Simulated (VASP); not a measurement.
# C (P6_3/mmc) in VASP: notebook

C is run at these levels: RPBE; tasks: relaxation of cell and atoms, single point.

Program: VASP 6.6.1. These are calculated values, not measurements. Logs are shortened: lines on timing, memory, paths and dates and some standing lists are left out, and cuts for length are marked.

**1. The cell of the first run**

The structure is hexagonal, space group P6_3/mmc (No. 194). The conventional cell has a = 2.464 Å, b = 2.464 Å, c = 6.711 Å, α = 90.00°, β = 90.00°, γ = 120.00°. C (site symmetry -6m2) has 3 C at 1.42 Å within 1.9 Å. C (site symmetry -6m2) has 3 C at 1.42 Å within 1.9 Å.

**2. Relaxation of cell and atoms, RPBE**

Contents of INCAR:

```
SYSTEM = C
PREC = Accurate ; ENCUT = 600
EDIFF = 1E-6 ; ISMEAR = -1
SIGMA = 0.05 ; LREAL = .False.
LASPH = .True. ; NELM = 100
ALGO = Normal ; ISIF = 3
LWAVE = .False. ; LCHARG = .False.
GGA = RP ; IBRION = 2
NSW = 80 ; EDIFFG = -0.01
```

Contents of KPOINTS:

```
Automatic mesh
0
Gamma
  8 8 3
  0 0 0
```

Contents of POSCAR:

```
C
1.0
    2.4640014744      0.0000000000      0.0000000000
   -1.2320007372      2.1338878718      0.0000000000
    0.0000000000      0.0000000000      6.7110000000
C
4
Direct
    0.0000000000      0.0000000000      0.2500000000
    0.0000000000      0.0000000000      0.7500000000
    0.3333333333      0.6666666667      0.2500000000
    0.6666666667      0.3333333333      0.7500000000
```

Potentials or basis: VASP PAW PBE potentials, release 64 (C).

On the command line:

```bash
$ cat potpaw_PBE.64/C/POTCAR > POTCAR
$ mpirun -np 1 vasp_std > vasp.out
```

OUTCAR:

```text
SYSTEM = C
   PREC = Accurate
   ENCUT = 600
   EDIFF = 1E-6
   ISMEAR = -1
   LREAL = .False.
   LASPH = .True.
   NELM = 100
   ISIF = 3
   GGA = RP
   IBRION = 2
   NSW = 80
   EDIFFG = -0.01

 ion  position               nearest neighbor table
   1  0.000  0.000  0.250-   3 1.42   3 1.42   3 1.42
   2  0.000  0.000  0.750-   4 1.42   4 1.42   4 1.42
   3  0.333  0.667  0.250-   1 1.42   1 1.42   1 1.42
   4  0.667  0.333  0.750-   2 1.42   2 1.42   2 1.42

  LATTYP: Found a hexagonal cell.
 ALAT       =     2.4640014744
 C/A-ratio  =     2.7236185001

  Lattice vectors:

 A1 = (   2.4640014744,   0.0000000000,   0.0000000000)
 A2 = (  -1.2320007372,   2.1338878718,   0.0000000000)
 A3 = (   0.0000000000,   0.0000000000,   6.7110000000)

Analysis of symmetry for initial positions (statically):
=====================================================================
 Subroutine PRICEL returns:
 Original cell was already a primitive cell.

 Routine SETGRP: Setting up the symmetry group for a
 hexagonal supercell.

 Subroutine GETGRP returns: Found 24 space group operations
 (whereof 12 operations were pure point group operations)
 out of a pool of 24 trial point group operations.

The static configuration has the point symmetry D_3d.
 The point group associated with its full space group is D_6h.

Analysis of symmetry for dynamics (positions and initial velocities):
=====================================================================
 Subroutine PRICEL returns:
 Original cell was already a primitive cell.

 Routine SETGRP: Setting up the symmetry group for a
 hexagonal supercell.

 Subroutine GETGRP returns: Found 24 space group operations
 (whereof 12 operations were pure point group operations)
 out of a pool of 24 trial point group operations.

The dynamic configuration has the point symmetry D_3d.
 The point group associated with its full space group is D_6h.

 Subroutine INISYM returns: Found 24 space group operations
 (whereof 12 operations are pure point group operations),
 and found     1 'primitive' translations

----------------------------------------------------------------------------------------

                                     Primitive cell

  volume of cell :      35.2858

  direct lattice vectors                    reciprocal lattice vectors
     2.464001474  0.000000000  0.000000000     0.405843913  0.234314092  0.000000000
    -1.232000737  2.133887872  0.000000000     0.000000000  0.468628185  0.000000000
     0.000000000  0.000000000  6.711000000     0.000000000  0.000000000  0.149009090

  length of vectors
     2.464001474  2.464001474  6.711000000     0.468628185  0.468628185  0.149009090

  position of ions in fractional coordinates (direct lattice)
     0.000000000  0.000000000  0.250000000
     0.000000000  0.000000000  0.750000000
     0.333333333  0.666666667  0.250000000
     0.666666667  0.333333333  0.750000000

  ion indices of the primitive-cell ions
   primitive index   ion index
                 1           1
                 2           2
                 3           3
                 4           4

----------------------------------------------------------------------------------------

 KPOINTS: Automatic mesh

Automatic generation of k-mesh.
 Grid dimensions read from file:
 generate k-points for:    8    8    3

 Generating k-lattice:

  Cartesian coordinates                     Fractional coordinates (reciprocal lattice)
     0.050730489  0.029289262  0.000000000     0.125000000  0.000000000  0.000000000
     0.000000000  0.058578523  0.000000000     0.000000000  0.125000000  0.000000000
     0.000000000  0.000000000  0.049669697     0.000000000  0.000000000  0.333333333

  Length of vectors
     0.058578523  0.058578523  0.049669697

  Shift w.r.t. Gamma in fractional coordinates (k-lattice)
     0.000000000  0.000000000  0.000000000

 Subroutine IBZKPT returns following result:
 ===========================================

 Found     20 irreducible k-points:

 Following reciprocal coordinates:
            Coordinates               Weight
  0.000000  0.000000  0.000000      1.000000
  0.125000  0.000000  0.000000      6.000000
  0.250000  0.000000  0.000000      6.000000
  0.375000  0.000000  0.000000      6.000000
  0.500000  0.000000  0.000000      3.000000
  0.125000  0.125000  0.000000      6.000000
[... 12 lines left out ...]
  0.250000  0.250000  0.333333     12.000000
  0.375000  0.250000  0.333333     12.000000
   k-points           NKPTS =     20   k-points in BZ     NKDIM =     20   number of bands    NBANDS=     12
   number of dos      NEDOS =    301   number of ions     NIONS =      4
   total plane-waves  NPLWV =  21600
   dimension x,y,z NGX =    20 NGY =   20 NGZ =   54
   dimension x,y,z NGXF=    40 NGYF=   40 NGZF=  108
   ions per type =               4
   NGX,Y,Z   is equivalent  to a cutoff of  13.49, 13.49, 13.38 a.u.
   NGXF,Y,Z  is equivalent  to a cutoff of  26.99, 26.99, 26.75 a.u.
 SYSTEM =  C
   PREC   = accura    normal or accurate (medium, high low for compatibility)
   ISTART =      0    job   : 0-new  1-cont  2-samecut
   ICHARG =      2    charge: 1-file 2-atom 10-const
   ISPIN  =      1    spin polarized calculation?
   LNONCOLLINEAR =      F non collinear calculations
   LSORBIT =      F    spin-orbit coupling
   LASPH  =      T    aspherical Exc in radial PAW
   ENCUT  =  600.0 eV  44.10 Ry    6.64 a.u.   4.92  4.92 13.40*2*pi/ulx,y,z
   NELM   =    100;   NELMIN=  2; NELMDL= -5     # of ELM steps
   EDIFF  = 0.1E-05   stopping-criterion for ELM
   LREAL  =      F    real-space projection
   EDIFFG = -.1E-01   stopping-criterion for IOM
   NSW    =     80    number of steps for IOM
   IBRION =      2    ionic relax: 0-MD 1-quasi-New 2-CG
   NFREE  =      1    steps in history (QN), initial steepest desc. (CG)
   ISIF   =      3    stress and relaxation
   ISYM   =      2    0-nonsym 1-usesym 2-fastsym
   POTIM  = 0.5000    time-step for ionic-motion
   TEBEG  =    0.0;   TEEND  =   0.0 temperature during run
   PSTRESS=    0.0 pullay stress
   NELECT =      16.0000    total number of electrons
   NUPDOWN=      -1.0000    fix difference up-down
   EMIN   =  10.00;   EMAX   =-10.00  energy-range for DOS
   EFERMI =   0.00;   METHOD = LEGACY
   ISMEAR =    -1;   SIGMA  =   0.05  broadening in eV -4-tet -1-fermi 0-gaus
   EFERMI_NEDOS =   21; number of points for ismear=-14 and -15
   IALGO  =     38    algorithm
   IMIX   =      4    mixing-type and parameters
     AMIX     =   0.40;   BMIX     =  1.00
     AMIX_MAG =   1.60;   BMIX_MAG =  1.00
  volume/ion in A,a.u.               =       8.82        59.53
  Fermi-wavevector in a.u.,A,eV,Ry     =   1.257713  2.376733 21.522268  1.581842
  Thomas-Fermi vector in A             =   2.391358
   LORBIT       =      0    0 simple, 1 ext, 2 COOP (PROOUT), +10 PAW based schemes
   GGA     = RP    functional components
   LHFCALC =     F    Hartree Fock is set to
   AEXX    =    0.0000 exact exchange contribution
   IVDW    =     0    specifies the selected vdW correction
   LEPSILON=     F    determine dielectric tensor
   LRPA    =     F    only Hartree local field effects (RPA)
 conjugate gradient relaxation of ions
 non-spin polarized calculation
  energy-cutoff  :      600.00
  volume of cell :       35.29
 maximum number of plane-waves:      1193
 NGX is ok and might be reduce to    20
   NGX =  9   NGY =  9   NGZ = 27

--------------------------------------- Ionic step        1  -------------------------------------------

 number of electron      16.0000002 magnetization

 Free energy of the ion-electron system (eV)
  ---------------------------------------------------
  ext. energy  EPLUGINS =         0.00000000
  ---------------------------------------------------
  free energy    TOTEN  =       -35.14233365 eV

  energy without entropy =      -35.14233364  energy(sigma->0) =      -35.14233365

------------------------ aborting loop because EDIFF is reached ----------------------------------------

  FORCE on cell =-STRESS in cart. coord.  units (eV):
  Direction    XX          YY          ZZ          XY          YZ          ZX
  --------------------------------------------------------------------------------------
  -------------------------------------------------------------------------------------
  Total        1.3013401      1.3013401      1.1601673      0.0000000      0.0000000      0.0000000
  in kB       59.0883125     59.0883125     52.6782587      0.0000000      0.0000000      0.0000000
  external PRESSURE =      56.9516279 kB  Pullay stress =       0.0000000 kB
[... 700 lines left out ...]
 k-point    20 :       0.3750    0.2500    0.3333
  band No.  band energies     occupation
      1      -9.2501      2.00000
      2      -9.2228      2.00000
      3      -8.3130      2.00000
      4      -8.3021      2.00000
      5      -5.5465      2.00000
      6      -5.5211      2.00000
      7       2.9820      2.00000
      8       3.2011      2.00000
      9       5.0480      0.00000
     10       5.0814      0.00000
     11      14.9146      0.00000
     12      14.9446      0.00000

[... ionic steps 4 to 9 ...]

--------------------------------------- Ionic step       10  -------------------------------------------

 number of electron      16.0000002 magnetization

------------------------ aborting loop because EDIFF is reached ----------------------------------------

  FORCE on cell =-STRESS in cart. coord.  units (eV):
  Direction    XX          YY          ZZ          XY          YZ          ZX
  --------------------------------------------------------------------------------------
  -------------------------------------------------------------------------------------
  Total        0.1543958      0.1543958      0.0235588      0.0000000      0.0000000      0.0000000
  in kB        5.6302623      5.6302623      0.8591056      0.0000000      0.0000000      0.0000000
  external PRESSURE =       4.0398767 kB  Pullay stress =       0.0000000 kB
[... 61 lines left out ...]
  energy  without entropy=      -35.2586217243  energy(sigma->0) =      -35.25862173

--------------------------------------- Ionic step       12  -------------------------------------------

 number of electron      16.0000002 magnetization

 Free energy of the ion-electron system (eV)
  ---------------------------------------------------
  ext. energy  EPLUGINS =         0.00000000
  ---------------------------------------------------
  free energy    TOTEN  =       -35.26566715 eV

  energy without entropy =      -35.26566715  energy(sigma->0) =      -35.26566715

 E-fermi :   3.0352     XC(G=0):  -8.6280

 val. band max:        2.1184556540   @ k =   0.3750   0.2500   0.0000
 cond. band min:       3.9983356757   @ k =   0.3750   0.2500   0.3333
 fundamental gap:      1.8798800217
 Fermi energy:         3.0351513142

 k-point     1 :       0.0000    0.0000    0.0000
  band No.  band energies     occupation
      1     -16.4600      2.00000
      2     -16.4141      2.00000
      3      -4.7318      2.00000
      4      -4.1692      2.00000
      5       0.0165      2.00000
      6       0.0165      2.00000
      7       0.0180      2.00000
      8       0.0180      2.00000
      9       6.5585      0.00000
     10      10.1960      0.00000
     11      11.2805      0.00000
     12      11.2805      0.00000
[... 314 lines left out ...]
  FREE ENERGIE OF THE ION-ELECTRON SYSTEM (eV)
  ---------------------------------------------------
  free  energy   TOTEN  =       -35.2656671499 eV

  energy  without entropy=      -35.2656671469  energy(sigma->0) =      -35.26566715

 reached required accuracy - stopping structural energy minimisation
```

Wall time 51 s (1 thread of Intel Xeon 6975P-C (Granite Rapids), shared host); peak memory 0.14 GiB.

What came out:

- Free energy: -35.2657 eV
- Relaxed volume: 11.01 Å³/atom
- Relaxed cell: a = 2.477 Å, b = 2.477 Å, c = 8.282 Å, α = 90.00°, β = 90.00°, γ = 120.00°
- Space group after relaxing (to 0.05 Å): P6_3/mmc (No. 194)
- Energy gained by relaxing: 30.8 meV/atom
- Ionic steps: 12
- Pressure after relaxing: 0.0 GPa
- Band gap on the k mesh: 1.88 eV, indirect (the least direct gap lies 4.4 meV higher)

Stress tensor (GPa, compression positive):
```
-0.04  0.00  0.00
 0.00 -0.04  0.00
 0.00  0.00  0.05
```

Step by step:
| step | energy change (eV) | largest force (eV/Å) | pressure (GPa) | volume (Å³) |
| --- | --- | --- | --- | --- |
| 1 | 0.0000 | 0.0000 | 5.70 | 35.29 |
| 2 | 0.0086 | 0.0000 | -6.53 | 36.91 |
| 3 | -0.0121 | 0.0000 | 0.15 | 35.98 |
| 4 | -0.0299 | 0.0000 | 0.13 | 36.57 |
| 5 | -0.0708 | 0.0000 | 0.18 | 38.35 |
| 6 | -0.1154 | 0.0000 | 0.39 | 41.89 |
| 7 | -0.0708 | 0.0000 | -0.28 | 48.93 |
| 8 | -0.1223 | 0.0000 | 0.41 | 43.32 |
| 9 | -0.1233 | 0.0000 | 0.38 | 44.10 |
| 10 | -0.1232 | 0.0000 | 0.40 | 43.94 |
| 11 | -0.1163 | 0.0000 | -3.27 | 44.74 |
| 12 | -0.1233 | 0.0000 | -0.01 | 44.02 |

Final structure:
```
C
1.0
     2.47748    0.00000    0.00000
    -1.23874    2.14556    0.00000
     0.00000    0.00000    8.28160
C
4
Direct
  0.00000 0.00000 0.25000
  0.00000 0.00000 0.75000
  0.33333 0.66667 0.25000
  0.66667 0.33333 0.75000
```

Levels at points of the mesh, in eV from the valence-band top:
| k point | band 5 | band 6 | band 7 | band 8 | band 9 | band 10 | band 11 | band 12 |
| --- | --- | --- | --- | --- | --- | --- | --- | --- |
| (0.00, 0.00, 0.00) | -2.10 | -2.10 | -2.10 | -2.10 | 4.44 | 8.08 | 9.16 | 9.16 |
| (0.50, 0.00, 0.00) | -5.45 | -5.44 | -1.49 | -1.32 | 2.53 | 2.76 | 8.11 | 8.17 |

Caveat: the volume moved by over 15 % at a fixed basis, so the end points are rough; the PAW data sets were made with another functional, which shifts forces and pressure a little; this functional lacks dispersion, which binds the layers, so the pressure and a relaxed spacing across them are unreliable; the volume moved by +25 % from the deposited cell, more than functionals usually miss. RPBE and its kin give volumes clearly too large for solids.

**3. Single point, RPBE (volume scaled by 0.92)**

Contents of INCAR:

```
ALGO = Normal ; EDIFF = 1E-7
ENCUT = 520 ; GGA = RP
ISIF = 2 ; ISMEAR = -1
LASPH = True ; LCHARG = False
LREAL = False ; LWAVE = False
NBANDS = 16 ; NELM = 60
PREC = Accurate ; SIGMA = 0.05
```

Contents of KPOINTS:

```
k-points
0
Gamma
  14 14 3
```

Contents of POSCAR:

```
C
1.0
    2.4092274983      0.0000000000      0.0000000000
   -1.2046137492      2.0864522171      0.0000000000
    0.0000000000      0.0000000000      9.3898666675
C
4
Direct
    1.0000000000      1.0000000000      0.2500000000
    0.0000000000      0.0000000000      0.7500000000
    0.3333333333      0.6666666667      0.2500000000
    0.6666666667      0.3333333333      0.7500000000
```

Potentials or basis: VASP PAW PBE potentials, release 64 (C).

On the command line:

```bash
$ cat potpaw_PBE.64/C/POTCAR > POTCAR
$ mpirun -np 1 vasp_std > vasp.out
```

It took 19 s on 1 thread of Intel Xeon 6975P-C (Granite Rapids), shared host; peak memory 0.16 GiB.

The run converged. Its results:

```yaml
Free_energy: -35.0634 eV
Pressure: 18.3 GPa
Band_gap_on_the_k_mesh: 1.25 eV, direct
```

Stress tensor (GPa, compression positive):
```
27.49  0.00  0.00
 0.00 27.49  0.00
 0.00  0.00  0.00
```

Levels at points of the mesh, in eV from the valence-band top:
| k point | band 5 | band 6 | band 7 | band 8 | band 9 | band 10 | band 11 | band 12 |
| --- | --- | --- | --- | --- | --- | --- | --- | --- |
| (0.00, 0.00, 0.00) | -2.37 | -2.37 | -2.37 | -2.37 | 3.35 | 5.85 | 8.96 | 9.41 |
| (0.50, 0.00, 0.00) | -5.98 | -5.98 | -1.91 | -1.85 | 2.31 | 2.42 | 8.65 | 8.67 |

Caveat: the cell differs from its parent crystal (volume scaled by 0.92); the PAW data sets were made with another functional, which shifts forces and pressure a little; this functional lacks dispersion, which binds the layers, so the pressure and a relaxed spacing across them are unreliable. A k mesh can miss the band edges.

**4. Single point, RPBE (volume scaled by 0.96)**

Contents of INCAR:

```
ALGO = Normal ; EDIFF = 1E-6
ENCUT = 520 ; GGA = RP
ISIF = 2 ; ISMEAR = -1
LASPH = True ; LCHARG = False
LREAL = False ; LWAVE = False
NBANDS = 16 ; NELM = 80
PREC = Accurate ; SIGMA = 0.05
```

KPOINTS is that of step 3.

Contents of POSCAR:

```
C
1.0
    2.4436496847      0.0000000000      0.0000000000
   -1.2218248423      2.1162627049      0.0000000000
    0.0000000000      0.0000000000      9.5240257455
C
4
Direct
    1.0000000000      1.0000000000      0.2500000000
    0.0000000000      0.0000000000      0.7500000000
    0.3333333333      0.6666666667      0.2500000000
    0.6666666667      0.3333333333      0.7500000000
```

On the command line:

```bash
$ cat potpaw_PBE.64/C/POTCAR > POTCAR
$ mpirun -np 1 vasp_std > vasp.out
```

Run time: 20 s. Hardware: 1 thread of Intel Xeon 6975P-C (Granite Rapids), shared host; peak memory 0.16 GiB.

Results (log left out):

| Quantity | Value |
| --- | --- |
| Free energy | -35.2343 eV |
| Pressure | 8.5 GPa |
| Band gap on the k mesh | 1.21 eV, direct |

Stress tensor (GPa, compression positive):
```
12.70  0.00  0.00
 0.00 12.70  0.00
 0.00  0.00 -0.03
```

Levels at points of the mesh, in eV from the valence-band top:
```
           k point  band 4  band 5  band 6  band 7  band 8  band 9  band 10  band 11  band 12  band 13
(0.00, 0.00, 0.00)   -7.08   -2.41   -2.41   -2.41   -2.41    3.43     5.83     8.87     9.11     9.11
(0.50, 0.00, 0.00)  -12.84   -5.89   -5.88   -1.84   -1.78    2.28     2.37     8.21     8.22    11.25
```

Caveat: the cell differs from its parent crystal (volume scaled by 0.96); the PAW data sets were made with another functional, which shifts forces and pressure a little; this functional lacks dispersion, which binds the layers, so the pressure and a relaxed spacing across them are unreliable. A k mesh can miss the band edges.

**5. Summary**

| task | cell | k mesh | cutoff (eV) | gap on the mesh (eV) | pressure (GPa) |
| --- | --- | --- | --- | --- | --- |
| relaxation of cell and atoms | relaxed from a = 2.464, b = 2.464, c = 6.711 Å, angles 90.0, 90.0, 120.0°, 4 atoms | 8 × 8 × 3 | 600 | 1.88 | 0.0 |
| single point | a = 2.409, b = 2.409, c = 9.390 Å, angles 90.0, 90.0, 120.0°, 4 atoms | 14 × 14 × 3 | 520 | 1.25 | 18.3 |
| single point | a = 2.444, b = 2.444, c = 9.524 Å, angles 90.0, 90.0, 120.0°, 4 atoms | 14 × 14 × 3 | 520 | 1.21 | 8.5 |

Alike in all rows: level RPBE; potentials or basis VASP PAW PBE potentials, release 64 (C); no spin polarisation; smearing fermi-dirac 0.05 eV.

Caveats: the PAW data sets were made with another functional, which shifts forces and pressure a little; this functional lacks dispersion, which binds the layers, so the pressure and a relaxed spacing across them are unreliable; the volume moved by over 15 % at a fixed basis, so the end points are rough (some runs); the volume moved by +25 % from the deposited cell, more than functionals usually miss (some runs).

Total energies depend on the potentials used, so only differences within one code and one set of settings carry meaning.
